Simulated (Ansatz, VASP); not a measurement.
## ScTeAs3: VASP beside Ansatz

```
CELL_PARAMETERS angstrom
4.94169 0.00000 0.00000
0.00000 4.94169 0.00000
0.00000 0.00000 4.94169
ATOMIC_POSITIONS crystal
Sc 0.50000 0.50000 0.50000
Te 0.00000 0.00000 0.00000
As 0.00000 0.50000 0.50000
As 0.50000 0.00000 0.50000
As 0.50000 0.50000 0.00000
```

Change from the starting cell: species swapped into the Sc3TlB type (Pm-3m, No. 221).

Alike in both runs: task single point; functional PBE; k mesh 4 × 4 × 4; occupations gaussian, width 0.1 eV; no spin polarisation.

```csv
,VASP,Ansatz
version,VASP 6.6.1,Ansatz 0.2.0
potentials or method,"VASP PAW PBE potentials, release 64 (Sc_sv, Te, As), cutoff 520 eV","scalar-relativistic, plane waves, PAW"
valence electrons in the cell,32,72
```

|  | VASP | Ansatz | Ansatz less VASP |
| --- | --- | --- | --- |
| gap on the k mesh at the Fermi level (eV) | none | none | - |
| pressure (GPa) | 7.2 | 7.1 | -0.12 |

A gap of «none» marks a metal or a gap that the smearing closes. VASP's potentials hold 32 valence electrons a cell and Ansatz's 72, so a difference there can come from the potentials and not from the codes.

Neither program's run includes spin-orbit coupling.
